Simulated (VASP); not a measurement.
Write the native input for VASP 6.6.1 that does the following.

```
Task                   : single point
Functional             : LDA
Potentials or basis    : VASP PAW LDA potentials, release 64 (Os)
Cutoff                 : 600 eV
k mesh                 : 8 × 8 × 8
Occupations            : gaussian, width 0.1 eV
Spin                   : no spin polarisation
Dipole correction      : no
Further INCAR settings : ALGO = Normal; EDIFF = 1e-06; NBANDS = 10
```

The structure of Os lies in POSCAR:

```
Os
1.0
    0.0000000000      1.9450000000      1.9450000000
    1.9450000000      0.0000000000      1.9450000000
    1.9450000000      1.9450000000      0.0000000000
Os
1
Direct
    0.0000000000      0.0000000000      0.0000000000
```

One way to write it, as run:

INCAR

```
  PREC = Accurate
  ENCUT = 600
  EDIFF = 1E-6
  ISMEAR = 0
  SIGMA = 0.1
  LREAL = False
  LASPH = True
  NELM = 120
  ALGO = Normal
  ISIF = 2
  LWAVE = False
  LCHARG = False
  NBANDS = 10
  GGA_COMPAT = False
```

KPOINTS

```
Automatic mesh
0
Gamma
  8 8 8
```

Potentials or basis: VASP PAW LDA potentials, release 64 (Os).

Run with:

```sh
$ cat potpaw_LDA.64/Os/POTCAR > POTCAR
$ mpirun -np 1 vasp_std > vasp.out
```

It gave:

The pressure is -25.0 GPa and the band gap on the k mesh is zero (band 4 reaches 10.87 eV, above the bottom of band 5 at 7.65 eV).

Caveat: spin-orbit coupling is left out, which moves the levels of the heavy elements.

Wall time 2.2 s on 1 thread of Intel(R) Xeon(R) 6975P-C (Granite Rapids) (shared host), peak memory 0.12 GiB.
